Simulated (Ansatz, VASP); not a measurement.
## Two plane-wave programs on Ti5C

```
Ti C
1.0
     4.53735    0.00000    0.00000
    -2.26868    3.92946    0.00000
     0.00000    0.00000    4.88406
Ti C
5 1
Cartesian
  0.0000 2.6196 3.6724
  2.2687 1.3098 3.6724
  2.2687 1.3098 1.2117
  0.0000 2.6196 1.2117
  0.0000 0.0000 0.0000
  0.0000 0.0000 2.4420
```

Alike in both runs: task single point; functional PBE; k mesh 6 × 6 × 4; occupations gaussian, width 0.1 eV; collinear spin.

|  | VASP | Ansatz |
| --- | --- | --- |
| version | VASP 6.6.1 | Ansatz 0.2.0 |
| potentials or method | VASP PAW PBE potentials, release 64 (Ti_sv, C), cutoff 520 eV | scalar-relativistic, plane waves, PAW |
| valence electrons in the cell | 64 | 64 |

```tsv
	VASP	Ansatz	Ansatz less VASP
gap on the k mesh at the Fermi level (eV)	none	none	-
pressure (GPa)	0.0	0.1	+0.10
traceless stress, the component that is largest in VASP (GPa)	-0.06	-0.14	-0.078
rms of the force components (eV/Å)	0.004	0.001	-0.0026
net moment per atom (μB)	0.00	0.00	0.000
```

Atom by atom the forces differ by 0.003 eV/Å (rms over components). A gap of «none» marks a metal or a gap that the smearing closes. Ansatz's warnings: seeded moment not kept.
